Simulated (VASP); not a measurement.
**Si: single point with LDA**

The system is Si.

```
Si
1.0
     0.00000    2.21289    2.21289
     2.21289    0.00000    2.21289
     2.21289    2.21289    0.00000
Si
2
Direct
  0.87500 0.87500 0.87500
  0.12500 0.12500 0.12500
```

```
Program                : VASP 6.6.1
Task                   : single point
Functional             : LDA
Potentials or basis    : VASP PAW LDA potentials, release 64 (Si)
Cutoff                 : 520 eV
k mesh                 : 13 × 13 × 13
Occupations            : fermi-dirac, width 0.1 eV
Spin                   : no spin polarisation
Dipole correction      : no
Further INCAR settings : ALGO = Normal; EDIFF = 1e-06; NBANDS = 11
```

```
Pressure               : 183.8 GPa
Band gap on the k mesh : zero (bands 4 and 5 overlap by 1.23 eV)
```

Levels at points of the mesh, in eV from the Fermi level:
| k point | band 2 | band 3 | band 4 | band 5 | band 6 | band 7 |
| --- | --- | --- | --- | --- | --- | --- |
| (0.00, 0.00, 0.00) | 0.59 | 0.59 | 0.59 | 3.14 | 3.14 | 3.14 |

Run time: 6.8 s on 1 thread of Intel(R) Xeon(R) Platinum 8559C (Emerald Rapids), with other jobs on the host, peak memory 0.12 GiB.

Caveat: the cell stands under pressure.
